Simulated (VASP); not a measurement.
# Mo (Im-3m) in VASP: single point with LDA

Aim: the single point of Mo with LDA.

All numbers are computed with VASP 6.6.1; they aren't measurements. Logs are shortened: lines on timing, memory, paths and dates and some standing lists are left out, and cuts for length are marked.

### 1 The cell of the first run

The structure is cubic, space group Im-3m (No. 229). Conventional cell: a = 3.112 Å, b = 3.112 Å, c = 3.112 Å, α = 90.00°, β = 90.00°, γ = 90.00°. Within 3.6 Å of Mo (site symmetry m-3m) lie 14 Mo at 2.69 to 3.11 Å.

### 2 Single point, LDA

File INCAR:

```
PREC = Accurate ; ENCUT = 520
EDIFF = 1E-6 ; ISMEAR = -1
SIGMA = 0.13605693000000002 ; LREAL = False
LASPH = True ; NELM = 80
ALGO = Normal ; ISIF = 2
LWAVE = False ; LCHARG = False
NBANDS = 13
```

File KPOINTS:

```
Automatic mesh
0
Gamma
  15 15 15
```

File POSCAR:

```
Mo
1.0
   -1.5559259794      1.5559259794      1.5559259794
    1.5559259794     -1.5559259794      1.5559259794
    1.5559259794      1.5559259794     -1.5559259794
Mo
1
Direct
    0.0000000000      0.0000000000      0.0000000000
```

Potentials or basis: VASP PAW LDA potentials, release 64 (Mo_sv).

Launch:

```sh
$ cat potpaw_LDA.64/Mo_sv/POTCAR > POTCAR
$ mpirun -np 1 vasp_std > vasp.out
```

OUTCAR:

```text
PREC = Accurate
   ENCUT = 520
   EDIFF = 1E-6
   ISMEAR = -1
   LREAL = False
   LASPH = True
   NELM = 80
   ISIF = 2

 ion  position               nearest neighbor table
   1  0.000  0.000  0.000-

  LATTYP: Found a body centered cubic cell.
 ALAT       =     3.1118519588

  Lattice vectors:

 A1 = (  -1.5559259794,   1.5559259794,   1.5559259794)
 A2 = (   1.5559259794,  -1.5559259794,   1.5559259794)
 A3 = (   1.5559259794,   1.5559259794,  -1.5559259794)

Analysis of symmetry for initial positions (statically):
=====================================================================
 Subroutine PRICEL returns:
 Original cell was already a primitive cell.

 Routine SETGRP: Setting up the symmetry group for a
 body centered cubic supercell.

 Subroutine GETGRP returns: Found 48 space group operations
 (whereof 48 operations were pure point group operations)
 out of a pool of 48 trial point group operations.

The static configuration has the point symmetry O_h .

Analysis of symmetry for dynamics (positions and initial velocities):
=====================================================================
 Subroutine PRICEL returns:
 Original cell was already a primitive cell.

 Routine SETGRP: Setting up the symmetry group for a
 body centered cubic supercell.

 Subroutine GETGRP returns: Found 48 space group operations
 (whereof 48 operations were pure point group operations)
 out of a pool of 48 trial point group operations.

The dynamic configuration has the point symmetry O_h .

 Subroutine INISYM returns: Found 48 space group operations
 (whereof 48 operations are pure point group operations),
 and found     1 'primitive' translations

----------------------------------------------------------------------------------------

                                     Primitive cell

  volume of cell :      15.0670

  direct lattice vectors                    reciprocal lattice vectors
    -1.555925979  1.555925979  1.555925979     0.000000000  0.321352048  0.321352048
     1.555925979 -1.555925979  1.555925979     0.321352048  0.000000000  0.321352048
     1.555925979  1.555925979 -1.555925979     0.321352048  0.321352048  0.000000000

  length of vectors
     2.694942849  2.694942849  2.694942849     0.454460425  0.454460425  0.454460425

  position of ions in fractional coordinates (direct lattice)
     0.000000000  0.000000000  0.000000000

  ion indices of the primitive-cell ions
   primitive index   ion index
                 1           1

----------------------------------------------------------------------------------------

 KPOINTS: Automatic mesh

Automatic generation of k-mesh.
 Grid dimensions read from file:
 generate k-points for:   15   15   15

 Generating k-lattice:

  Cartesian coordinates                     Fractional coordinates (reciprocal lattice)
     0.000000000  0.021423470  0.021423470     0.066666667  0.000000000  0.000000000
     0.021423470  0.000000000  0.021423470     0.000000000  0.066666667  0.000000000
     0.021423470  0.021423470  0.000000000     0.000000000  0.000000000  0.066666667

  Length of vectors
     0.030297362  0.030297362  0.030297362

  Shift w.r.t. Gamma in fractional coordinates (k-lattice)
     0.000000000  0.000000000  0.000000000

 Subroutine IBZKPT returns following result:
 ===========================================

 Found    120 irreducible k-points:

 Following reciprocal coordinates:
            Coordinates               Weight
  0.000000  0.000000  0.000000      1.000000
  0.066667  0.000000  0.000000     12.000000
  0.133333  0.000000  0.000000     12.000000
  0.200000  0.000000  0.000000     12.000000
  0.266667  0.000000  0.000000     12.000000
  0.333333  0.000000  0.000000     12.000000
[... 16 lines left out ...]
  0.333333  0.200000 -0.000000     48.000000
  0.400000  0.200000 -0.000000     24.000000
 [... further k-points ...]
   k-points           NKPTS =    120   k-points in BZ     NKDIM =    120   number of bands    NBANDS=     13
   number of dos      NEDOS =    301   number of ions     NIONS =      1
   total plane-waves  NPLWV =   8000
   dimension x,y,z NGX =    20 NGY =   20 NGZ =   20
   dimension x,y,z NGXF=    40 NGYF=   40 NGZF=   40
   ions per type =               1
   NGX,Y,Z   is equivalent  to a cutoff of  12.34, 12.34, 12.34 a.u.
   NGXF,Y,Z  is equivalent  to a cutoff of  24.68, 24.68, 24.68 a.u.
 SYSTEM =  unknown system
   PREC   = accura    normal or accurate (medium, high low for compatibility)
   ISTART =      0    job   : 0-new  1-cont  2-samecut
   ICHARG =      2    charge: 1-file 2-atom 10-const
   ISPIN  =      1    spin polarized calculation?
   LNONCOLLINEAR =      F non collinear calculations
   LSORBIT =      F    spin-orbit coupling
   LASPH  =      T    aspherical Exc in radial PAW
   ENCUT  =  520.0 eV  38.22 Ry    6.18 a.u.   5.01  5.01  5.01*2*pi/ulx,y,z
   NELM   =     80;   NELMIN=  2; NELMDL= -5     # of ELM steps
   EDIFF  = 0.1E-05   stopping-criterion for ELM
   LREAL  =      F    real-space projection
   EDIFFG = 0.1E-04   stopping-criterion for IOM
   NSW    =      0    number of steps for IOM
   IBRION =     -1    ionic relax: 0-MD 1-quasi-New 2-CG
   NFREE  =      0    steps in history (QN), initial steepest desc. (CG)
   ISIF   =      2    stress and relaxation
   ISYM   =      2    0-nonsym 1-usesym 2-fastsym
   POTIM  = 0.5000    time-step for ionic-motion
   TEBEG  =    0.0;   TEEND  =   0.0 temperature during run
   PSTRESS=    0.0 pullay stress
   NELECT =      14.0000    total number of electrons
   NUPDOWN=      -1.0000    fix difference up-down
   EMIN   =  10.00;   EMAX   =-10.00  energy-range for DOS
   EFERMI =   0.00;   METHOD = LEGACY
   ISMEAR =    -1;   SIGMA  =   0.14  broadening in eV -4-tet -1-fermi 0-gaus
   EFERMI_NEDOS =   21; number of points for ismear=-14 and -15
   IALGO  =     38    algorithm
   IMIX   =      4    mixing-type and parameters
     AMIX     =   0.40;   BMIX     =  1.00
     AMIX_MAG =   1.60;   BMIX_MAG =  1.00
  volume/ion in A,a.u.               =      15.07       101.68
  Fermi-wavevector in a.u.,A,eV,Ry     =   1.597504  3.018845 34.722320  2.552019
  Thomas-Fermi vector in A             =   2.695100
   LORBIT       =      0    0 simple, 1 ext, 2 COOP (PROOUT), +10 PAW based schemes
   GGA     = CA    functional components
   LHFCALC =     F    Hartree Fock is set to
   AEXX    =    0.0000 exact exchange contribution
   IVDW    =     0    specifies the selected vdW correction
   LEPSILON=     F    determine dielectric tensor
   LRPA    =     F    only Hartree local field effects (RPA)
 non-spin polarized calculation
  energy-cutoff  :      520.00
  volume of cell :       15.07
 maximum number of plane-waves:       420
   NGX =  9   NGY =  9   NGZ =  9

 number of electron      13.9999996 magnetization

 Free energy of the ion-electron system (eV)
  ---------------------------------------------------
  ext. energy  EPLUGINS =         0.00000000
  ---------------------------------------------------
  free energy    TOTEN  =       -12.14718702 eV

  energy without entropy =      -12.10532260  energy(sigma->0) =      -12.12625481

 E-fermi :  13.0355     XC(G=0): -13.8098

 val. band max:       13.0303545455   @ k =   0.0667   0.0667   0.0667
 cond. band min:      13.0639489596   @ k =  -0.3333   0.3333   0.2000
 fundamental gap:      0.0335944141
 Fermi energy:        13.0354884050

 k-point     1 :       0.0000    0.0000    0.0000
  band No.  band energies     occupation
      1     -47.8714      2.00000
      2     -21.2206      2.00000
      3     -21.2206      2.00000
      4     -21.2206      2.00000
      5       5.7276      2.00000
      6      11.6247      1.99994
      7      11.6247      1.99994
      8      11.6247      1.99994
      9      14.7650      0.00001
     10      14.7650      0.00001
     11      27.9472      0.00000
     12      27.9472      0.00000
     13      27.9472      0.00000

 k-point     2 :       0.0667    0.0000    0.0000
  band No.  band energies     occupation
      1     -47.8582      2.00000
      2     -21.2950      2.00000
      3     -21.2434      2.00000
      4     -21.2213      2.00000
      5       5.9333      2.00000
      6      11.5070      1.99997
      7      11.6050      1.99995
      8      11.8195      1.99974
      9      14.5911      0.00002
     10      14.7676      0.00001
     11      28.1052      0.00000
     12      28.2945      0.00000
     13      28.3731      0.00000

 k-point     3 :       0.1333    0.0000    0.0000
  band No.  band energies     occupation
      1     -47.8205      2.00000
      2     -21.5021      2.00000
      3     -21.3072      2.00000
      4     -21.2231      2.00000
      5       6.5019      2.00000
      6      11.1912      2.00000
      7      11.5133      1.99997
      8      12.3925      1.98243
      9      14.2658      0.00024
     10      14.7871      0.00001
     11      28.4430      0.00000
     12      29.2945      0.00000
     13      29.3513      0.00000
[... 305 lines left out ...]
 k-point    23 :       0.3333    0.2000   -0.0000
  band No.  band energies     occupation
      1     -47.5434      2.00000
      2     -22.5999      2.00000
      3     -21.9194      2.00000
      4     -21.3826      2.00000
      5       8.6260      2.00000
      6       9.8704      2.00000
      7      11.9179      1.99946
      8      14.5932      0.00002
      9      15.8052      0.00000
     10      20.2327      0.00000
     11      24.8412      0.00000
     12      26.7220      0.00000
     13      29.9199      0.00000

 k-point    24 :       0.4000    0.2000   -0.0000
  band No.  band energies     occupation
      1     -47.5320      2.00000
      2     -22.6263      2.00000
      3     -21.9624      2.00000
      4     -21.3859      2.00000
      5       8.5549      2.00000
      6       9.8474      2.00000
      7      12.1233      1.99755
      8      14.6824      0.00001
      9      15.9422      0.00000
     10      20.9509      0.00000
     11      24.1896      0.00000
     12      26.2662      0.00000
     13      29.7424      0.00000

 [... further k-points ...]

------------------------ aborting loop because EDIFF is reached ----------------------------------------

  FORCE on cell =-STRESS in cart. coord.  units (eV):
  Direction    XX          YY          ZZ          XY          YZ          ZX
  --------------------------------------------------------------------------------------
  -------------------------------------------------------------------------------------
  Total        0.1280353      0.1280353      0.1280353      0.0000000      0.0000000      0.0000000
  in kB       13.6148656     13.6148656     13.6148656      0.0000000      0.0000000      0.0000000
  external PRESSURE =      13.6148656 kB  Pullay stress =       0.0000000 kB

 VOLUME and BASIS-vectors are now :
 -----------------------------------------------------------------------------
  energy-cutoff  :      520.00
  volume of cell :       15.07
      direct lattice vectors                 reciprocal lattice vectors
    -1.555925979  1.555925979  1.555925979     0.000000000  0.321352048  0.321352048
     1.555925979 -1.555925979  1.555925979     0.321352048  0.000000000  0.321352048
     1.555925979  1.555925979 -1.555925979     0.321352048  0.321352048  0.000000000

 POSITION                                       TOTAL-FORCE (eV/Angst)
 -----------------------------------------------------------------------------------
      0.00000      0.00000      0.00000         0.000000     -0.000000      0.000000
 -----------------------------------------------------------------------------------
    total drift:                                0.000000     -0.000000     -0.000000

  FREE ENERGIE OF THE ION-ELECTRON SYSTEM (eV)
  ---------------------------------------------------
  free  energy   TOTEN  =       -12.1471870181 eV

  energy  without entropy=      -12.1053225980  energy(sigma->0) =      -12.12625481
```

Run time: 16 s. Hardware: 1 thread of Intel Xeon 8259CL, shared host; peak memory 0.13 GiB.

What came out:

```yaml
Free_energy: -12.1472 eV
Pressure: 1.4 GPa
Band_gap_on_the_k_mesh: zero (bands 7 and 8 overlap by 5.36 eV)
```
